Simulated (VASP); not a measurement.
# Li (P6_3/mmc) in VASP: a series of runs

The runs below take Li through single point, with LDA.

Everything below comes from runs of VASP 6.6.1. Logs are shortened: lines on timing, memory, paths and dates and some standing lists are left out, and cuts for length are marked.

**1. The cell of the first run**

The structure is hexagonal, space group P6_3/mmc (No. 194). Conventional cell: a = 3.036 Å, b = 3.036 Å, c = 4.953 Å, α = 90.00°, β = 90.00°, γ = 120.00°. Within 4.0 Å of Li (site symmetry -6m2) lie 12 Li at 3.03 to 3.04 Å.

**2. Single point, LDA (volume scaled by 1.04)**

Input file INCAR:

```
SYSTEM = Li
ALGO     = Normal         ! electronic algorithm
EDIFF    = 1E-7           ! SCF threshold, eV
ENCUT    = 520            ! plane-wave cutoff, eV
GGA      = CA             ! functional
ISIF     = 2              ! what is computed and relaxed
ISMEAR   = -1             ! smearing method
LASPH    = .True.         ! aspherical terms in the spheres
LCHARG   = .False.        ! write CHGCAR
LREAL    = .False.        ! projectors in reciprocal space
LWAVE    = .False.        ! write WAVECAR
NBANDS   = 10             ! bands
NELM     = 60             ! most SCF steps
PREC     = Accurate       ! precision mode
SIGMA    = 0.1            ! smearing width, eV
```

Input file KPOINTS:

```
k-points
0
Gamma
  14 14 7
  0 0 0
```

Input file POSCAR:

```
Li
1.0
    3.0364521725      0.0000000000      0.0000000000
   -1.5182260863      2.6296447188      0.0000000000
    0.0000000000      0.0000000000      4.9532977282
Li
2
Direct
    0.3333333333      0.6666666667      0.2500000000
    0.6666666667      0.3333333333      0.7500000000
```

Potentials or basis: VASP PAW LDA potentials, release 64 (Li_sv).

The run is started by

```bash
> cat potpaw_LDA.64/Li_sv/POTCAR > POTCAR
> mpirun -np 1 vasp_std > vasp.out
```

OUTCAR:

```text
SYSTEM = Li
   EDIFF = 1E-7
   ENCUT = 520
   GGA = CA
   ISIF = 2
   ISMEAR = -1
   LASPH = .True.
   LREAL = .False.
   NELM = 60
   PREC = Accurate

 ion  position               nearest neighbor table
   1  0.333  0.667  0.250-
   2  0.667  0.333  0.750-

  LATTYP: Found a hexagonal cell.
 ALAT       =     3.0364521725
 C/A-ratio  =     1.6312780333

  Lattice vectors:

 A1 = (   3.0364521725,   0.0000000000,   0.0000000000)
 A2 = (  -1.5182260863,   2.6296447188,   0.0000000000)
 A3 = (   0.0000000000,   0.0000000000,   4.9532977282)

Analysis of symmetry for initial positions (statically):
=====================================================================
 Subroutine PRICEL returns:
 Original cell was already a primitive cell.

 Routine SETGRP: Setting up the symmetry group for a
 hexagonal supercell.

 Subroutine GETGRP returns: Found 24 space group operations
 (whereof 12 operations were pure point group operations)
 out of a pool of 24 trial point group operations.

The static configuration has the point symmetry D_3d.
 The point group associated with its full space group is D_6h.

Analysis of symmetry for dynamics (positions and initial velocities):
=====================================================================
 Subroutine PRICEL returns:
 Original cell was already a primitive cell.

 Routine SETGRP: Setting up the symmetry group for a
 hexagonal supercell.

 Subroutine GETGRP returns: Found 24 space group operations
 (whereof 12 operations were pure point group operations)
 out of a pool of 24 trial point group operations.

The dynamic configuration has the point symmetry D_3d.
 The point group associated with its full space group is D_6h.

 Subroutine INISYM returns: Found 24 space group operations
 (whereof 12 operations are pure point group operations),
 and found     1 'primitive' translations

----------------------------------------------------------------------------------------

                                     Primitive cell

  volume of cell :      39.5510

  direct lattice vectors                    reciprocal lattice vectors
     3.036452173  0.000000000  0.000000000     0.329331715  0.190139754  0.000000000
    -1.518226086  2.629644719  0.000000000     0.000000000  0.380279508  0.000000000
     0.000000000  0.000000000  4.953297728     0.000000000  0.000000000  0.201885704

  length of vectors
     3.036452173  3.036452173  4.953297728     0.380279508  0.380279508  0.201885704

  position of ions in fractional coordinates (direct lattice)
     0.333333333  0.666666667  0.250000000
     0.666666667  0.333333333  0.750000000

  ion indices of the primitive-cell ions
   primitive index   ion index
                 1           1
                 2           2

----------------------------------------------------------------------------------------

 KPOINTS: k-points

Automatic generation of k-mesh.
 Grid dimensions read from file:
 generate k-points for:   14   14    7

 Generating k-lattice:

  Cartesian coordinates                     Fractional coordinates (reciprocal lattice)
     0.023523694  0.013581411  0.000000000     0.071428571  0.000000000  0.000000000
     0.000000000  0.027162822  0.000000000     0.000000000  0.071428571  0.000000000
     0.000000000  0.000000000  0.028840815     0.000000000  0.000000000  0.142857143

  Length of vectors
     0.027162822  0.027162822  0.028840815

  Shift w.r.t. Gamma in fractional coordinates (k-lattice)
     0.000000000  0.000000000  0.000000000

 Subroutine IBZKPT returns following result:
 ===========================================

 Found     96 irreducible k-points:

 Following reciprocal coordinates:
            Coordinates               Weight
  0.000000  0.000000  0.000000      1.000000
  0.071429 -0.000000  0.000000      6.000000
  0.142857 -0.000000  0.000000      6.000000
  0.214286  0.000000  0.000000      6.000000
  0.285714  0.000000  0.000000      6.000000
  0.357143 -0.000000  0.000000      6.000000
[... 16 lines left out ...]
  0.285714  0.285714  0.000000      6.000000
  0.357143  0.285714  0.000000      6.000000
 [... further k-points ...]
   k-points           NKPTS =     96   k-points in BZ     NKDIM =     96   number of bands    NBANDS=     10
   number of dos      NEDOS =    301   number of ions     NIONS =      2
   total plane-waves  NPLWV =  23040
   dimension x,y,z NGX =    24 NGY =   24 NGZ =   40
   dimension x,y,z NGXF=    48 NGYF=   48 NGZF=   80
   ions per type =               2
   NGX,Y,Z   is equivalent  to a cutoff of  13.14, 13.14, 13.43 a.u.
   NGXF,Y,Z  is equivalent  to a cutoff of  26.28, 26.28, 26.85 a.u.
 SYSTEM =  Li
   PREC   = accura    normal or accurate (medium, high low for compatibility)
   ISTART =      0    job   : 0-new  1-cont  2-samecut
   ICHARG =      2    charge: 1-file 2-atom 10-const
   ISPIN  =      1    spin polarized calculation?
   LNONCOLLINEAR =      F non collinear calculations
   LSORBIT =      F    spin-orbit coupling
   LASPH  =      T    aspherical Exc in radial PAW
   ENCUT  =  520.0 eV  38.22 Ry    6.18 a.u.   5.65  5.65  9.21*2*pi/ulx,y,z
   NELM   =     60;   NELMIN=  2; NELMDL= -5     # of ELM steps
   EDIFF  = 0.1E-06   stopping-criterion for ELM
   LREAL  =      F    real-space projection
   EDIFFG = 0.1E-05   stopping-criterion for IOM
   NSW    =      0    number of steps for IOM
   IBRION =     -1    ionic relax: 0-MD 1-quasi-New 2-CG
   NFREE  =      0    steps in history (QN), initial steepest desc. (CG)
   ISIF   =      2    stress and relaxation
   ISYM   =      2    0-nonsym 1-usesym 2-fastsym
   POTIM  = 0.5000    time-step for ionic-motion
   TEBEG  =    0.0;   TEEND  =   0.0 temperature during run
   PSTRESS=    0.0 pullay stress
   NELECT =       6.0000    total number of electrons
   NUPDOWN=      -1.0000    fix difference up-down
   EMIN   =  10.00;   EMAX   =-10.00  energy-range for DOS
   EFERMI =   0.00;   METHOD = LEGACY
   ISMEAR =    -1;   SIGMA  =   0.10  broadening in eV -4-tet -1-fermi 0-gaus
   EFERMI_NEDOS =   21; number of points for ismear=-14 and -15
   IALGO  =     38    algorithm
   IMIX   =      4    mixing-type and parameters
     AMIX     =   0.40;   BMIX     =  1.00
     AMIX_MAG =   1.60;   BMIX_MAG =  1.00
  volume/ion in A,a.u.               =      19.78       133.45
  Fermi-wavevector in a.u.,A,eV,Ry     =   0.873117  1.649952 10.372181  0.762334
  Thomas-Fermi vector in A             =   1.992463
   LORBIT       =      0    0 simple, 1 ext, 2 COOP (PROOUT), +10 PAW based schemes
   GGA     = CA    functional components
   LHFCALC =     F    Hartree Fock is set to
   AEXX    =    0.0000 exact exchange contribution
   IVDW    =     0    specifies the selected vdW correction
   LEPSILON=     F    determine dielectric tensor
   LRPA    =     F    only Hartree local field effects (RPA)
 non-spin polarized calculation
  energy-cutoff  :      520.00
  volume of cell :       39.55
 maximum number of plane-waves:      1099
 NGX is ok and might be reduce to    24
   NGX = 11   NGY = 11   NGZ = 19

 number of electron       6.0000005 magnetization

 Free energy of the ion-electron system (eV)
  ---------------------------------------------------
  ext. energy  EPLUGINS =         0.00000000
  ---------------------------------------------------
  free energy    TOTEN  =        -4.10808196 eV

  energy without entropy =       -4.07928799  energy(sigma->0) =       -4.09368498

 E-fermi :   0.6679     XC(G=0):  -7.2065

 val. band max:        0.6519667538   @ k =   0.5000   0.0000   0.1429
 cond. band min:       0.7082034497   @ k =   0.4286   0.0000   0.4286
 fundamental gap:      0.0562366958
 Fermi energy:         0.6679032257

 k-point     1 :       0.0000    0.0000    0.0000
  band No.  band energies     occupation
      1     -44.9204      2.00000
      2     -44.8982      2.00000
      3      -2.8548      2.00000
      4       0.6397      1.13998
      5       3.7228      0.00000
      6      13.1262      0.00000
      7      13.1262      0.00000
      8      14.5649      0.00000
      9      14.5649      0.00000
     10      15.1648      0.00000

 k-point     2 :       0.0714   -0.0000    0.0000
  band No.  band energies     occupation
      1     -44.9194      2.00000
      2     -44.8976      2.00000
      3      -2.7744      2.00000
      4       0.7483      0.61833
      5       3.7490      0.00000
      6      12.2848      0.00000
      7      12.5376      0.00000
      8      14.5543      0.00000
      9      14.9040      0.00000
     10      15.0709      0.00000

 k-point     3 :       0.1429   -0.0000    0.0000
  band No.  band energies     occupation
      1     -44.9166      2.00000
      2     -44.8963      2.00000
      3      -2.5332      2.00000
      4       1.0737      0.03397
      5       3.8180      0.00000
      6      10.5919      0.00000
      7      11.5976      0.00000
      8      14.4442      0.00000
      9      14.5758      0.00000
     10      14.9673      0.00000

 k-point     4 :       0.2143    0.0000    0.0000
  band No.  band energies     occupation
      1     -44.9125      2.00000
      2     -44.8945      2.00000
      3      -2.1307      2.00000
      4       1.6148      0.00015
      5       3.8903      0.00000
      6       8.8500      0.00000
      7      10.7361      0.00000
      8      13.2261      0.00000
      9      13.3730      0.00000
     10      14.5724      0.00000
[... 222 lines left out ...]
 k-point    22 :       0.3571    0.2143    0.0000
  band No.  band energies     occupation
      1     -44.8958      2.00000
      2     -44.8912      2.00000
      3       1.0169      0.05918
      4       2.5372      0.00000
      5       4.7334      0.00000
      6       5.7530      0.00000
      7       7.0266      0.00000
      8       7.5683      0.00000
      9      10.9661      0.00000
     10      11.0666      0.00000

 k-point    23 :       0.2857    0.2857    0.0000
  band No.  band energies     occupation
      1     -44.8954      2.00000
      2     -44.8913      2.00000
      3       1.0161      0.05968
      4       3.4917      0.00000
      5       3.5425      0.00000
      6       5.7052      0.00000
      7       7.0390      0.00000
      8       8.2422      0.00000
      9      10.0279      0.00000
     10      11.3143      0.00000

 k-point    24 :       0.3571    0.2857    0.0000
  band No.  band energies     occupation
      1     -44.8937      2.00000
      2     -44.8920      2.00000
      3       1.7428      0.00004
      4       2.6441      0.00000
      5       3.4990      0.00000
      6       6.6564      0.00000
      7       6.9681      0.00000
      8       7.3811      0.00000
      9       9.6223      0.00000
     10      11.2502      0.00000

 [... further k-points ...]
[... 5 lines left out ...]
  --------------------------------------------------------------------------------------
  -------------------------------------------------------------------------------------
  Total       -0.1720183     -0.1720183     -0.1564349      0.0000000     -0.0000000      0.0000000
  in kB       -6.9683061     -6.9683061     -6.3370374      0.0000000     -0.0000000      0.0000000
  external PRESSURE =      -6.7578832 kB  Pullay stress =       0.0000000 kB

 VOLUME and BASIS-vectors are now :
 -----------------------------------------------------------------------------
  energy-cutoff  :      520.00
  volume of cell :       39.55
      direct lattice vectors                 reciprocal lattice vectors
     3.036452173  0.000000000  0.000000000     0.329331715  0.190139754  0.000000000
    -1.518226086  2.629644719  0.000000000     0.000000000  0.380279508  0.000000000
     0.000000000  0.000000000  4.953297728     0.000000000  0.000000000  0.201885704

 POSITION                                       TOTAL-FORCE (eV/Angst)
 -----------------------------------------------------------------------------------
     -0.00000      1.75310      1.23832        -0.000000     -0.000000      0.000000
      1.51823      0.87655      3.71497         0.000000      0.000000      0.000000
 -----------------------------------------------------------------------------------
    total drift:                               -0.000000      0.000000      0.000000

  FREE ENERGIE OF THE ION-ELECTRON SYSTEM (eV)
  ---------------------------------------------------
  free  energy   TOTEN  =        -4.1080819621 eV

  energy  without entropy=       -4.0792879909  energy(sigma->0) =       -4.09368498
```

It took 48 s on 1 thread of AMD EPYC 7R13, shared host; peak memory 0.12 GiB.

Results:

```yaml
Free_energy: -4.1081 eV
Band_gap_on_the_k_mesh: zero (band 3 reaches 2.47 eV, above the bottom of band 4 at -1.42 eV)
```

Caveat: the cutoff is under 1.25 times the usual one of these potentials, so pressure, stress and relaxed cells hold a basis-set (Pulay) error.

[end of part 1 of 2]
